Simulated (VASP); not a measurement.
Wanted: the native input for a VASP 6.6.1 run.

```
Task                   : single point
Functional             : PBE
Potentials or basis    : VASP PAW PBE potentials, release 64 (Si, Li_sv)
Cutoff                 : 520 eV
k mesh                 : 2 × 2 × 2
Occupations            : gaussian, width 0.05 eV
Spin                   : collinear spin, zero start
Starting moments       : [0.0, 0.0, 0.0, 0.0, 0.0, 0.0, 0.0, 0.0, 0.0, 0.0, 0.0, 0.0, 0.0, 0.0, 0.0, 0.0, 0.0] μB
Dipole correction      : no
Further INCAR settings : LREAL = Auto; ALGO = Normal; EDIFF = 1e-06; NBANDS = 52
```

The structure of LiSi16 (a cell with a defect) lies in POSCAR:

```
LiSi16
1.0
    0.0000000000      5.4300000000      5.4300000000
    5.4300000000      0.0000000000      5.4300000000
    5.4300000000      5.4300000000      0.0000000000
Si Li
16 1
Direct
    0.0081922652     -0.0258141805      0.0090241252
    0.1184607735      0.1211845304      0.1192556169
   -0.0165640884      0.0039609576      0.5065104972
    0.1184450276      0.1211892265      0.6415238490
   -0.0007813076      0.4952929098      0.0000221915
    0.1320656538      0.6025862799      0.1328831492
   -0.0007860037      0.4952944751      0.5058830571
    0.1190744936      0.6298553407      0.6257404236
    0.5056965930      0.0039505525     -0.0157376611
    0.6406933702      0.1211861878      0.1192598527
    0.5056921731      0.0039597606      0.5065052486
    0.6159369245      0.1509573665      0.6167614180
    0.5050683241      0.4952948435      0.0000232044
    0.6249349908      0.6298488029      0.1198861878
    0.4920755985      0.5225584715      0.4928901473
    0.6249336096      0.6298534991      0.6257396869
    0.3120452118      0.0625840700      0.3129052486
```

One way to write it, as run:

INCAR

```
SYSTEM = LiSi16
PREC = Accurate
ENCUT = 520
EDIFF = 1E-6
ISMEAR = 0
SIGMA = 0.05
LREAL = Auto
LASPH = .TRUE.
NELM = 150
ALGO = Normal
ISIF = 2
LWAVE = .FALSE.
LCHARG = .FALSE.
ISPIN = 2
MAGMOM = 0 0 0 0 0 0 0 0 0 0 0 0 0 0 0 0 0
LORBIT = 11
GGA = PE
NBANDS = 52
```

KPOINTS

```
regular mesh
0
G
  2 2 2
  0 0 0
```

Potentials or basis: VASP PAW PBE potentials, release 64 (Si, Li_sv).

Command:

```sh
$ cat potpaw_PBE.64/Si/POTCAR potpaw_PBE.64/Li_sv/POTCAR > POTCAR
$ mpirun -np 1 vasp_std > vasp.out
```

Results of the run:

| Quantity | Value |
| --- | --- |
| Largest force | 0.039 eV/Å |
| Net moment | 0.00 μB per cell |
| Valence electrons inside the program's atomic spheres | Si 1.71, 1.70, 1.69; Li 2.16 |

Caveat: the k points lie up to 0.50 Å⁻¹ apart.

Run time: 6 min on 1 thread of Intel(R) Xeon(R) Platinum 8488C (Sapphire Rapids), with other jobs on the host, peak memory 0.7 GiB.
